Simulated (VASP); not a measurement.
# BaTiO3 (R3m) in VASP: notebook, part 3 of 3

VASP 6.6.1.

### 5 Single point, r2SCAN

File POSCAR:

```
BaTiO3
1.0
    2.7942383542      1.6132542660      2.4085136195
   -2.7942383542      1.6132542660      2.4085136195
    0.0000000000     -3.2265085320      2.4085136196
Ba Ti O
1 1 3
Direct
    0.0027851043      0.0027851043      0.0027851043
    0.5162478494      0.5162478494      0.5162478494
    0.4897536543      0.4897536543      0.9801597377
    0.4897536543      0.9801597377      0.4897536543
    0.9801597377      0.4897536543      0.4897536543
```

File INCAR.step1:

```
SYSTEM = BaTiO3
PREC = Accurate
ENCUT = 520
ISMEAR = 0
SIGMA = 0.05
LREAL = .False.
LASPH = .True.
NELM = 100
NBANDS = 28
GGA = PE
ALGO = Normal
EDIFF = 1E-4
LWAVE = .True.
LCHARG = .False.
```

File INCAR.step2:

```
SYSTEM = BaTiO3
PREC = Accurate
ENCUT = 520
EDIFF = 1E-7
ISMEAR = 0
SIGMA = 0.05
LREAL = .False.
LASPH = .True.
NELM = 100
ALGO = Normal
ISIF = 2
LWAVE = .False.
LCHARG = .True.
METAGGA = R2SCAN
LMIXTAU = .True.
LELF = .True.
LVHAR = .True.
NBANDS = 28
ISTART = 1
```

File KPOINTS:

```
regular mesh
0
Gamma
  6 6 6
  0 0 0
```

Potentials or basis: VASP PAW PBE potentials, release 64 (Ba_sv, Ti_sv, O).

Run with:

```
$ cat potpaw_PBE.64/Ba_sv/POTCAR potpaw_PBE.64/Ti_sv/POTCAR potpaw_PBE.64/O/POTCAR > POTCAR
$ cp INCAR.step1 INCAR
$ mpirun -np 1 vasp_std > vasp.out
$ cp INCAR.step2 INCAR
$ mpirun -np 1 vasp_std > vasp.out
```

OUTCAR:

```text
SYSTEM = BaTiO3
   PREC = Accurate
   ENCUT = 520
   EDIFF = 1E-7
   ISMEAR = 0
   LREAL = .False.
   LASPH = .True.
   NELM = 100
   ISIF = 2
   METAGGA = R2SCAN
   ISTART = 1

 ion  position               nearest neighbor table
   1  0.003  0.003  0.003-   3 2.80   3 2.80   5 2.80   4 2.80   4 2.80   5 2.80   3 2.82   4 2.82
                             5 2.82   3 2.98   4 2.98   5 2.98   2 3.41   2 3.41   2 3.41   2 3.48
   2  0.516  0.516  0.516-   4 1.87   5 1.87   3 1.87   4 2.17   5 2.17   3 2.17   1 3.41   1 3.41
                             1 3.41   1 3.48   1 3.48   1 3.48   1 3.52   1 3.71
   3  0.490  0.490  0.980-   2 1.87   2 2.17   1 2.80   1 2.80   1 2.82   1 2.98
   4  0.490  0.980  0.490-   2 1.87   2 2.17   1 2.80   1 2.80   1 2.82   1 2.98
   5  0.980  0.490  0.490-   2 1.87   2 2.17   1 2.80   1 2.80   1 2.82   1 2.98

  LATTYP: Found a trigonal (rhomboedric) cell.
 ALAT       =     4.0263252678
 COS(alpha) =     0.0367496364

  Lattice vectors:

 A1 = (   2.7942383542,   1.6132542660,   2.4085136195)
 A2 = (  -2.7942383542,   1.6132542660,   2.4085136195)
 A3 = (   0.0000000000,  -3.2265085320,   2.4085136196)

Analysis of symmetry for initial positions (statically):
=====================================================================
 Subroutine PRICEL returns:
 Original cell was already a primitive cell.

 Routine SETGRP: Setting up the symmetry group for a
 trigonal (rhombohedral) supercell.

 Subroutine GETGRP returns: Found  6 space group operations
 (whereof  6 operations were pure point group operations)
 out of a pool of 12 trial point group operations.

The static configuration has the point symmetry C_3v.

Analysis of symmetry for dynamics (positions and initial velocities):
=====================================================================
 Subroutine PRICEL returns:
 Original cell was already a primitive cell.

 Routine SETGRP: Setting up the symmetry group for a
 trigonal (rhombohedral) supercell.

 Subroutine GETGRP returns: Found  6 space group operations
[... 126 lines left out ...]
   IALGO  =     38    algorithm
   IMIX   =      4    mixing-type and parameters
     AMIX     =   0.40;   BMIX     =  1.00
     AMIX_MAG =   1.60;   BMIX_MAG =  1.00
  volume/ion in A,a.u.               =      13.03        87.92
  Fermi-wavevector in a.u.,A,eV,Ry     =   1.391466  2.629490 26.343298  1.936178
  Thomas-Fermi vector in A             =   2.515302
   LORBIT       =      0    0 simple, 1 ext, 2 COOP (PROOUT), +10 PAW based schemes
   METAGGA = R2SCAN    functional components
   LHFCALC =     F    Hartree Fock is set to
   AEXX    =    0.0000 exact exchange contribution
   IVDW    =     0    specifies the selected vdW correction
   LEPSILON=     F    determine dielectric tensor
   LRPA    =     F    only Hartree local field effects (RPA)
 non-spin polarized calculation
 Gauss-broadening in eV      SIGMA  =   0.05
  energy-cutoff  :      520.00
  volume of cell :       65.14
 maximum number of plane-waves:      1779
 NGX is ok and might be reduce to    30
   NGX = 15   NGY = 15   NGZ = 15

 number of electron      40.0000011 magnetization

 Free energy of the ion-electron system (eV)
  ---------------------------------------------------
  ext. energy  EPLUGINS =         0.00000000
  ---------------------------------------------------
  free energy    TOTEN  =       -74.18874968 eV

  energy without entropy =      -74.18874968  energy(sigma->0) =      -74.18874968

 E-fermi :   3.6149     XC(G=0): -11.8035

 val. band max:        3.3390493322   @ k =   0.5000   0.5000   0.5000
 cond. band min:       6.1570170956   @ k =   0.0000   0.0000   0.0000
 fundamental gap:      2.8179677634
 Fermi energy:         3.6149108886

 k-point     1 :       0.0000    0.0000    0.0000
  band No.  band energies     occupation
      1     -55.1529      2.00000
      2     -30.3723      2.00000
      3     -30.3723      2.00000
      4     -30.3334      2.00000
      5     -22.1542      2.00000
      6     -14.4050      2.00000
[... 733 lines left out ...]
     27      12.0916      0.00000
     28      12.5521      0.00000

 [... further k-points ...]
[... 5 lines left out ...]
  --------------------------------------------------------------------------------------
  -------------------------------------------------------------------------------------
  Total        2.6311928      2.6311928     -2.1925610      0.0000000     -0.0000000      0.0000000
  in kB       64.7137596     64.7137596    -53.9256821      0.0000000     -0.0000000      0.0000000
  external PRESSURE =      25.1672790 kB  Pullay stress =       0.0000000 kB

 VOLUME and BASIS-vectors are now :
 -----------------------------------------------------------------------------
  energy-cutoff  :      520.00
  volume of cell :       65.14
      direct lattice vectors                 reciprocal lattice vectors
     2.794238354  1.613254266  2.408513619     0.178939638  0.103310848  0.138397944
    -2.794238354  1.613254266  2.408513619    -0.178939638  0.103310848  0.138397944
     0.000000000 -3.226508532  2.408513620     0.000000000 -0.206621697  0.138397944

 POSITION                                       TOTAL-FORCE (eV/Angst)
 -----------------------------------------------------------------------------------
      0.00000      0.00000      0.02012         0.000000      0.000000      0.014885
      0.00000      0.00000      3.73017         0.000000      0.000000     -0.010487
      0.00000     -1.58230      4.71988         0.000000     -0.186659     -0.001466
     -1.37031      0.79115      4.71988        -0.161651      0.093329     -0.001466
      1.37031      0.79115      4.71988         0.161651      0.093329     -0.001466
 -----------------------------------------------------------------------------------
    total drift:                               -0.000000     -0.000000      0.014119

  FREE ENERGIE OF THE ION-ELECTRON SYSTEM (eV)
  ---------------------------------------------------
  free  energy   TOTEN  =       -74.1887496792 eV

  energy  without entropy=      -74.1887496792  energy(sigma->0) =      -74.18874968
```

OUTCAR.step1:

```text
SYSTEM = BaTiO3
   PREC = Accurate
   ENCUT = 520
   ISMEAR = 0
   LREAL = .False.
   LASPH = .True.
[... 980 lines left out ...]
      0.00000     -1.58230      4.71988         0.000000     -0.226435     -0.013381
     -1.37031      0.79115      4.71988        -0.196098      0.113217     -0.013381
      1.37031      0.79115      4.71988         0.196098      0.113217     -0.013381
 -----------------------------------------------------------------------------------
    total drift:                               -0.000000     -0.000000      0.000050

  FREE ENERGIE OF THE ION-ELECTRON SYSTEM (eV)
  ---------------------------------------------------
  free  energy   TOTEN  =       -39.9480410387 eV

  energy  without entropy=      -39.9480410387  energy(sigma->0) =      -39.94804104
```

Run time: 4.1 min. Hardware: 1 thread of Intel Xeon Platinum 8488C (Sapphire Rapids), shared host; peak memory 0.21 GiB.

Results:

```yaml
Free_energy: -74.1887 eV
Pressure: 2.5 GPa
Largest_force: 0.187 eV/Å
Band_gap_on_the_k_mesh: 2.82 eV, indirect (least direct gap 3.18 eV)
```

Forces in eV/Å, atoms in the order of the input:
```
Ba   0.000  0.000  0.015
Ti   0.000  0.000 -0.010
O    0.000 -0.187 -0.001
O   -0.162  0.093 -0.001
O    0.162  0.093 -0.001
```

Stress tensor (GPa, compression positive):
```
 6.47  0.00  0.00
 0.00  6.47  0.00
 0.00  0.00 -5.39
```

Caveat: the PAW data sets were made with another functional, which shifts forces and pressure a little; spin-orbit coupling is left out, which moves the levels of the heavy elements. A k mesh can miss the band edges.

### 6 Single point, r2SCAN

POSCAR, as its differences from that of step 5:

```diff
@@ -2,5 +2,5 @@
 1.0
-    2.7942383542      1.6132542660      2.4085136195
-   -2.7942383542      1.6132542660      2.4085136195
-    0.0000000000     -3.2265085320      2.4085136196
+    3.0593550884      1.7663194839      2.0091679039
+   -3.0593550884      1.7663194839      2.0091679039
+    0.0000000000     -3.5326389677      2.0091679039
 Ba Ti O
```

File INCAR.step1:

```
PREC = Accurate
ENCUT = 520
ISMEAR = 0
SIGMA = 0.05
LREAL = F
LASPH = T
NELM = 100
NBANDS = 28
GGA = PE
ALGO = Normal
EDIFF = 1E-4
LWAVE = T
LCHARG = F
```

File INCAR.step2:

```
PREC = Accurate
ENCUT = 520
EDIFF = 1E-7
ISMEAR = 0
SIGMA = 0.05
LREAL = F
LASPH = T
NELM = 100
ALGO = Normal
ISIF = 2
LWAVE = F
LCHARG = F
METAGGA = R2SCAN
LMIXTAU = T
NBANDS = 28
ISTART = 1
```

File KPOINTS:

```
Automatic mesh
0
Gamma
  6 6 6
```

Potentials or basis: VASP PAW PBE potentials, release 64 (Ba_sv, Ti_sv, O).

Run with:

```
$ cat potpaw_PBE.64/Ba_sv/POTCAR potpaw_PBE.64/Ti_sv/POTCAR potpaw_PBE.64/O/POTCAR > POTCAR
$ cp INCAR.step1 INCAR
$ mpirun -np 1 vasp_std > vasp.out
$ cp INCAR.step2 INCAR
$ mpirun -np 1 vasp_std > vasp.out
```

Run time: 3.9 min. Hardware: 1 thread of Intel Xeon Platinum 8488C (Sapphire Rapids), shared host; peak memory 0.21 GiB.

It converged, with:

```
Free energy            : -72.6114 eV
Pressure               : 3.4 GPa
Largest force          : 0.625 eV/Å
Band gap on the k mesh : 1.72 eV, indirect (least direct gap 2.02 eV)
```

Forces on the atoms (eV/Å):
```
Ba   0.000  0.000  0.167
Ti   0.000  0.000 -0.331
O    0.000  0.623  0.055
O    0.539 -0.311  0.055
O   -0.539 -0.311  0.055
```

Stress tensor (GPa, compression positive):
```
-14.83   0.00   0.00
  0.00 -14.83   0.00
  0.00   0.00  39.72
```

Levels at points of the mesh, in eV from the valence-band top:
| k point | band 18 | band 19 | band 20 | band 21 | band 22 | band 23 |
| --- | --- | --- | --- | --- | --- | --- |
| (0.00, 0.00, 0.00) | -0.69 | -0.69 | -0.30 | 1.72 | 2.10 | 2.10 |
| (0.50, 0.00, 0.00) | -1.61 | -1.54 | -0.71 | 2.41 | 3.27 | 3.36 |
| (0.50, 0.50, 0.00) | -1.36 | -0.98 | -0.19 | 2.72 | 3.56 | 3.84 |
| (0.50, 0.50, 0.50) | -0.17 | -0.17 | 0.00 | 3.38 | 4.13 | 4.13 |

Caveat: the PAW data sets were made with another functional, which shifts forces and pressure a little; spin-orbit coupling is left out, which moves the levels of the heavy elements.

### 7 Summary

| cell | gap on the mesh (eV) | pressure (GPa) | largest force (eV/Å) |
| --- | --- | --- | --- |
| a = 4.045 Å, angles 95.7°, 5 atoms | 2.13 | 2.3 | 0.43 |
| a = 4.029 Å, angles 92.9°, 5 atoms | 2.61 | 1.7 | 0.32 |
| a = 4.033 Å, angles 86.0°, 5 atoms | 2.70 | 3.4 | 0.29 |
| a = 4.026 Å, angles 87.9°, 5 atoms | 2.82 | 2.5 | 0.19 |
| a = 4.064 Å, angles 97.7°, 5 atoms | 1.72 | 3.4 | 0.63 |

Alike in all rows: task single point; level r2SCAN; potentials or basis VASP PAW PBE potentials, release 64 (Ba_sv, Ti_sv, O); no spin polarisation; k mesh 6 × 6 × 6; cutoff (eV) 520; smearing gaussian 0.05 eV.

Caveats: the PAW data sets were made with another functional, which shifts forces and pressure a little; spin-orbit coupling is left out, which moves the levels of the heavy elements.

Absolute energies hang on the potentials; compare differences alone.
